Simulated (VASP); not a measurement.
A run of VASP 6.6.1:

INCAR

```
ALGO = Normal
EDIFF = 1E-8
ENCUT = 520
GGA = PE
ISIF = 2
ISMEAR = -1
LASPH = True
LCHARG = False
LEFG = True
LREAL = False
LWAVE = False
NBANDS = 14
NELM = 80
PREC = Accurate
SIGMA = 0.05
```

Contents of KPOINTS:

```
k-points
0
Gamma
  14 14 8
```

File POSCAR:

```
Re
1.0
    2.5502177389      0.0000000000      0.0000000000
   -1.2751088694      2.2085533470      0.0000000000
    0.0000000000      0.0000000000      4.0777601353
Re
2
Direct
    0.3333333333      0.6666666667      0.2500000000
    0.6666666667      0.3333333333      0.7500000000
```

Potentials or basis: VASP PAW PBE potentials, release 64 (Re).

Launch:

```bash
$ cat potpaw_PBE.64/Re/POTCAR > POTCAR
$ mpirun -np 1 vasp_std > vasp.out
```

Hardware: 1 thread of Intel(R) Xeon(R) Platinum 8259CL CPU @ 2.50GHz (Skylake/Cascade Lake) (shared host).

Question: Estimate the wall time of this run.

Answer: Wall time 36 s on 1 thread of Intel(R) Xeon(R) Platinum 8259CL CPU @ 2.50GHz (Skylake/Cascade Lake), with other jobs on the host, peak memory 0.15 GiB. Counts: scf iterations 15, k points 120.
